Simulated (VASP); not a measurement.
# TaH4 (P4/mcc) in VASP: single point with PBE

Aim: the single point of TaH4 with PBE.

Everything below comes from runs of VASP 6.6.1. Logs are shortened: lines on timing, memory, paths and dates and some standing lists are left out, and cuts for length are marked.

### Step 1. The cell of the first run

It takes space group P4/mcc (No. 124, tetragonal). Conventional cell: a = 5.717 Å, b = 5.717 Å, c = 5.059 Å, α = 90.00°, β = 90.00°, γ = 90.00°. Within 2.6 Å of Ta (site symmetry 422) lie 8 H at 1.95 Å and 2 Ta at 2.53 Å. H (site symmetry m) has 2 Ta at 1.95 Å and 2 H at 2.10 Å within 2.6 Å.

The cell was built from a structure type or drawn by symmetry, and may not be a known phase.

### Step 2. Single point, PBE

Contents of INCAR:

```
  ALGO = Normal
  EDIFF = 1E-6
  ENCUT = 500
  GGA = PE
  GGA_COMPAT = False
  ISIF = 2
  ISMEAR = 0
  LASPH = True
  LCHARG = False
  LREAL = False
  LWAVE = False
  NBANDS = 26
  NELM = 120
  PREC = Accurate
  SIGMA = 0.15
```

Contents of KPOINTS:

```
k-points
0
Gamma
  3 3 3
```

Contents of POSCAR:

```
TaH4
1.0
    5.7167467679      0.0000000000      0.0000000000
    0.0000000000      5.7167467679      0.0000000000
    0.0000000000      0.0000000000      5.0588057814
Ta H
2 8
Direct
    0.0000000000      0.0000000000      0.2500000000
    0.0000000000      0.0000000000      0.7500000000
    0.2395599847      0.0996035241      0.0000000000
    0.7604400153      0.9003964759      0.0000000000
    0.0996035241      0.2395599847      0.5000000000
    0.7604400153      0.0996035241      0.5000000000
    0.2395599847      0.9003964759      0.5000000000
    0.9003964759      0.7604400153      0.5000000000
    0.9003964759      0.2395599847      0.0000000000
    0.0996035241      0.7604400153      0.0000000000
```

Potentials or basis: VASP PAW PBE potentials, release 64 (Ta_pv, H).

Command:

```sh
cat potpaw_PBE.64/Ta_pv/POTCAR potpaw_PBE.64/H/POTCAR > POTCAR
mpirun -np 1 vasp_std > vasp.out
```

OUTCAR:

```text
EDIFF = 1E-6
   ENCUT = 500
   GGA = PE
   ISIF = 2
   ISMEAR = 0
   LASPH = True
   LREAL = False
   NELM = 120
   PREC = Accurate

 ion  position               nearest neighbor table
   1  0.000  0.000  0.250-   3 1.95   4 1.95   5 1.95   6 1.95   7 1.95   8 1.95   9 1.95  10 1.95
                             2 2.53   2 2.53
   2  0.000  0.000  0.750-   3 1.95   4 1.95   5 1.95   6 1.95   7 1.95   8 1.95   9 1.95  10 1.95
                             1 2.53   1 2.53
   3  0.240  0.100  0.000-   1 1.95   2 1.95
   4  0.760  0.900  0.000-   1 1.95   2 1.95
   5  0.100  0.240  0.500-   1 1.95   2 1.95
   6  0.760  0.100  0.500-   1 1.95   2 1.95
   7  0.240  0.900  0.500-   1 1.95   2 1.95
   8  0.900  0.760  0.500-   1 1.95   2 1.95
   9  0.900  0.240  0.000-   1 1.95   2 1.95
  10  0.100  0.760  0.000-   1 1.95   2 1.95

  LATTYP: Found a simple tetragonal cell.
 ALAT       =     5.7167467679
 C/A-ratio  =     0.8849098949

  Lattice vectors:

 A1 = (   5.7167467679,   0.0000000000,   0.0000000000)
 A2 = (   0.0000000000,   5.7167467679,   0.0000000000)
 A3 = (   0.0000000000,   0.0000000000,   5.0588057814)

Analysis of symmetry for initial positions (statically):
=====================================================================
 Subroutine PRICEL returns:
 Original cell was already a primitive cell.

 Routine SETGRP: Setting up the symmetry group for a
 simple tetragonal supercell.

 Subroutine GETGRP returns: Found 16 space group operations
 (whereof  8 operations were pure point group operations)
 out of a pool of 16 trial point group operations.

The static configuration has the point symmetry C_4h.
 The point group associated with its full space group is D_4h.

Analysis of symmetry for dynamics (positions and initial velocities):
=====================================================================
 Subroutine PRICEL returns:
 Original cell was already a primitive cell.

 Routine SETGRP: Setting up the symmetry group for a
 simple tetragonal supercell.

 Subroutine GETGRP returns: Found 16 space group operations
 (whereof  8 operations were pure point group operations)
 out of a pool of 16 trial point group operations.

The dynamic configuration has the point symmetry C_4h.
 The point group associated with its full space group is D_4h.

 Subroutine INISYM returns: Found 16 space group operations
 (whereof  8 operations are pure point group operations),
 and found     1 'primitive' translations

----------------------------------------------------------------------------------------

                                     Primitive cell

  volume of cell :     165.3278

  direct lattice vectors                    reciprocal lattice vectors
     5.716746768  0.000000000  0.000000000     0.174924663  0.000000000  0.000000000
     0.000000000  5.716746768  0.000000000     0.000000000  0.174924663  0.000000000
     0.000000000  0.000000000  5.058805781     0.000000000  0.000000000  0.197675112

  length of vectors
     5.716746768  5.716746768  5.058805781     0.174924663  0.174924663  0.197675112

  position of ions in fractional coordinates (direct lattice)
     0.000000000  0.000000000  0.250000000
     0.000000000  0.000000000  0.750000000
     0.239559985  0.099603524  0.000000000
     0.760440015  0.900396476  0.000000000
     0.099603524  0.239559985  0.500000000
     0.760440015  0.099603524  0.500000000
     0.239559985  0.900396476  0.500000000
     0.900396476  0.760440015  0.500000000
     0.900396476  0.239559985  0.000000000
     0.099603524  0.760440015  0.000000000

  ion indices of the primitive-cell ions
   primitive index   ion index
                 1           1
                 2           2
                 3           3
                 4           4
                 5           5
                 6           6
                 7           7
                 8           8
                 9           9
                10          10

----------------------------------------------------------------------------------------

 KPOINTS: k-points

Automatic generation of k-mesh.
 Grid dimensions read from file:
 generate k-points for:    3    3    3

 Generating k-lattice:

  Cartesian coordinates                     Fractional coordinates (reciprocal lattice)
     0.058308221  0.000000000  0.000000000     0.333333333  0.000000000  0.000000000
     0.000000000  0.058308221  0.000000000     0.000000000  0.333333333  0.000000000
     0.000000000  0.000000000  0.065891704     0.000000000  0.000000000  0.333333333

  Length of vectors
     0.058308221  0.058308221  0.065891704

  Shift w.r.t. Gamma in fractional coordinates (k-lattice)
     0.000000000  0.000000000  0.000000000

 Subroutine IBZKPT returns following result:
 ===========================================

 Found      6 irreducible k-points:

 Following reciprocal coordinates:
            Coordinates               Weight
  0.000000  0.000000  0.000000      1.000000
  0.333333  0.000000  0.000000      4.000000
  0.333333  0.333333  0.000000      4.000000
  0.000000  0.000000  0.333333      2.000000
  0.333333  0.000000  0.333333      8.000000
  0.333333  0.333333  0.333333      8.000000
   k-points           NKPTS =      6   k-points in BZ     NKDIM =      6   number of bands    NBANDS=     26
   number of dos      NEDOS =    301   number of ions     NIONS =     10
   total plane-waves  NPLWV =  70560
   dimension x,y,z NGX =    42 NGY =   42 NGZ =   40
   dimension x,y,z NGXF=    84 NGYF=   84 NGZF=   80
   ions per type =               2   8
   NGX,Y,Z   is equivalent  to a cutoff of  12.21, 12.21, 13.15 a.u.
   NGXF,Y,Z  is equivalent  to a cutoff of  24.43, 24.43, 26.29 a.u.
 SYSTEM =  unknown system
   PREC   = accura    normal or accurate (medium, high low for compatibility)
   ISTART =      0    job   : 0-new  1-cont  2-samecut
   ICHARG =      2    charge: 1-file 2-atom 10-const
   ISPIN  =      1    spin polarized calculation?
   LNONCOLLINEAR =      F non collinear calculations
   LSORBIT =      F    spin-orbit coupling
   LASPH  =      T    aspherical Exc in radial PAW
   ENCUT  =  500.0 eV  36.75 Ry    6.06 a.u.  10.42 10.42  9.22*2*pi/ulx,y,z
   NELM   =    120;   NELMIN=  2; NELMDL= -5     # of ELM steps
   EDIFF  = 0.1E-05   stopping-criterion for ELM
   LREAL  =      F    real-space projection
   EDIFFG = 0.1E-04   stopping-criterion for IOM
   NSW    =      0    number of steps for IOM
   IBRION =     -1    ionic relax: 0-MD 1-quasi-New 2-CG
   NFREE  =      0    steps in history (QN), initial steepest desc. (CG)
   ISIF   =      2    stress and relaxation
   ISYM   =      2    0-nonsym 1-usesym 2-fastsym
   POTIM  = 0.5000    time-step for ionic-motion
   TEBEG  =    0.0;   TEEND  =   0.0 temperature during run
   PSTRESS=    0.0 pullay stress
   NELECT =      30.0000    total number of electrons
   NUPDOWN=      -1.0000    fix difference up-down
   EMIN   =  10.00;   EMAX   =-10.00  energy-range for DOS
   EFERMI =   0.00;   METHOD = LEGACY
   ISMEAR =     0;   SIGMA  =   0.15  broadening in eV -4-tet -1-fermi 0-gaus
   EFERMI_NEDOS =   21; number of points for ismear=-14 and -15
   IALGO  =     38    algorithm
   IMIX   =      4    mixing-type and parameters
     AMIX     =   0.40;   BMIX     =  1.00
     AMIX_MAG =   1.60;   BMIX_MAG =  1.00
  volume/ion in A,a.u.               =      16.53       111.57
  Fermi-wavevector in a.u.,A,eV,Ry     =   0.926830  1.751454 11.687585  0.859013
  Thomas-Fermi vector in A             =   2.052834
   LORBIT       =      0    0 simple, 1 ext, 2 COOP (PROOUT), +10 PAW based schemes
   GGA     = PE    functional components
   LHFCALC =     F    Hartree Fock is set to
   AEXX    =    0.0000 exact exchange contribution
   IVDW    =     0    specifies the selected vdW correction
   LEPSILON=     F    determine dielectric tensor
   LRPA    =     F    only Hartree local field effects (RPA)
 non-spin polarized calculation
 Gauss-broadening in eV      SIGMA  =   0.15
  energy-cutoff  :      500.00
  volume of cell :      165.33
 maximum number of plane-waves:      4207
 NGX is ok and might be reduce to    42
   NGX = 21   NGY = 21   NGZ = 19

 number of electron      30.0000011 magnetization

 Free energy of the ion-electron system (eV)
  ---------------------------------------------------
  ext. energy  EPLUGINS =         0.00000000
  ---------------------------------------------------
  free energy    TOTEN  =       -48.76181311 eV

  energy without entropy =      -48.76181310  energy(sigma->0) =      -48.76181311

 E-fermi :  -1.6550     XC(G=0):  -6.3824

 val. band max:       -2.2459433827   @ k =   0.3333   0.3333   0.3333
 cond. band min:      -1.0881210338   @ k =   0.0000   0.0000   0.3333
 fundamental gap:      1.1578223489
 Fermi energy:        -1.6550201010

 k-point     1 :       0.0000    0.0000    0.0000
  band No.  band energies     occupation
      1     -37.2268      2.00000
      2     -36.5742      2.00000
      3     -36.5742      2.00000
      4     -36.2676      2.00000
      5     -36.2676      2.00000
      6     -34.9878      2.00000
[... 18 lines left out ...]
     25       4.3189      0.00000
     26       5.3744      0.00000

 k-point     2 :       0.3333    0.0000    0.0000
  band No.  band energies     occupation
      1     -37.2268      2.00000
      2     -36.5743      2.00000
      3     -36.5742      2.00000
      4     -36.2676      2.00000
      5     -36.2676      2.00000
      6     -34.9878      2.00000
[... 18 lines left out ...]
     25       4.3256      0.00000
     26       4.8934      0.00000

 k-point     3 :       0.3333    0.3333    0.0000
  band No.  band energies     occupation
      1     -37.2268      2.00000
      2     -36.5743      2.00000
      3     -36.5743      2.00000
      4     -36.2676      2.00000
      5     -36.2676      2.00000
      6     -34.9878      2.00000
[... 18 lines left out ...]
     25       4.4098      0.00000
     26       5.0752      0.00000

 k-point     4 :       0.0000    0.0000    0.3333
  band No.  band energies     occupation
      1     -36.7190      2.00000
      2     -36.4994      2.00000
      3     -36.4994      2.00000
      4     -36.3461      2.00000
      5     -36.3461      2.00000
      6     -35.6058      2.00000
[... 18 lines left out ...]
     25       3.8816      0.00000
     26       5.4698      0.00000

 k-point     5 :       0.3333    0.0000    0.3333
  band No.  band energies     occupation
      1     -36.7190      2.00000
      2     -36.4994      2.00000
      3     -36.4994      2.00000
      4     -36.3461      2.00000
      5     -36.3461      2.00000
      6     -35.6058      2.00000
[... 18 lines left out ...]
     25       4.9401      0.00000
     26       5.8074      0.00000

 k-point     6 :       0.3333    0.3333    0.3333
  band No.  band energies     occupation
      1     -36.7190      2.00000
      2     -36.4994      2.00000
      3     -36.4994      2.00000
      4     -36.3461      2.00000
      5     -36.3461      2.00000
      6     -35.6058      2.00000
[... 18 lines left out ...]
     25       5.1254      0.00000
     26       6.3295      0.00000

------------------------ aborting loop because EDIFF is reached ----------------------------------------

  FORCE on cell =-STRESS in cart. coord.  units (eV):
  Direction    XX          YY          ZZ          XY          YZ          ZX
  --------------------------------------------------------------------------------------
  -------------------------------------------------------------------------------------
  Total        0.1358788      0.1358788      0.1708404      0.0000000      0.0000000     -0.0000000
  in kB        1.3167898      1.3167898      1.6555996      0.0000000      0.0000000     -0.0000000
  external PRESSURE =       1.4297264 kB  Pullay stress =       0.0000000 kB

 VOLUME and BASIS-vectors are now :
 -----------------------------------------------------------------------------
  energy-cutoff  :      500.00
  volume of cell :      165.33
      direct lattice vectors                 reciprocal lattice vectors
     5.716746768  0.000000000  0.000000000     0.174924663  0.000000000  0.000000000
     0.000000000  5.716746768  0.000000000     0.000000000  0.174924663  0.000000000
     0.000000000  0.000000000  5.058805781     0.000000000  0.000000000  0.197675112

 POSITION                                       TOTAL-FORCE (eV/Angst)
 -----------------------------------------------------------------------------------
      0.00000      0.00000      1.26470         0.000000     -0.000000     -0.000000
      0.00000      0.00000      3.79410         0.000000      0.000000     -0.000000
      1.36950      0.56941      0.00000         0.015078      0.008112      0.000000
      4.34724      5.14734      0.00000        -0.015078     -0.008112     -0.000000
      0.56941      1.36950      2.52940         0.008112      0.015078     -0.000000
      4.34724      0.56941      2.52940        -0.015078      0.008112      0.000000
      1.36950      5.14734      2.52940         0.015078     -0.008112     -0.000000
      5.14734      4.34724      2.52940        -0.008112     -0.015078      0.000000
      5.14734      1.36950      0.00000        -0.008112      0.015078      0.000000
      0.56941      4.34724      0.00000         0.008112     -0.015078     -0.000000
 -----------------------------------------------------------------------------------
    total drift:                                0.000000     -0.000000     -0.000000

  FREE ENERGIE OF THE ION-ELECTRON SYSTEM (eV)
  ---------------------------------------------------
  free  energy   TOTEN  =       -48.7618131134 eV

  energy  without entropy=      -48.7618131043  energy(sigma->0) =      -48.76181311
```

Wall time 57 s (1 thread of Intel Xeon 8259CL, shared host); peak memory 0.24 GiB.

Results:

```
Free energy            : -48.7618 eV
Pressure               : 0.1 GPa
Largest force          : 0.017 eV/Å
Band gap on the k mesh : 1.16 eV (least direct gap 1.24 eV)
```

Forces in eV/Å, atoms in the order of the input:
```
Ta   0.000  0.000  0.000
Ta   0.000  0.000  0.000
H    0.015  0.008  0.000
H   -0.015 -0.008  0.000
H    0.008  0.015  0.000
H   -0.015  0.008  0.000
H    0.015 -0.008  0.000
H   -0.008 -0.015  0.000
H   -0.008  0.015  0.000
H    0.008 -0.015  0.000
```

Levels at points of the mesh, in eV from the valence-band top:
```csv
k point,band 11,band 12,band 13,band 14,band 15,band 16,band 17,band 18,band 19,band 20
"(0.00, 0.00, 0.00)",-2.39,-2.36,-2.36,-2.25,-1.63,1.62,2.12,2.23,4.90,5.28
```

Caveat: spin-orbit coupling is left out, which moves the levels of the heavy elements; an odd mesh through Γ misses points on the zone boundary, where band edges can lie.
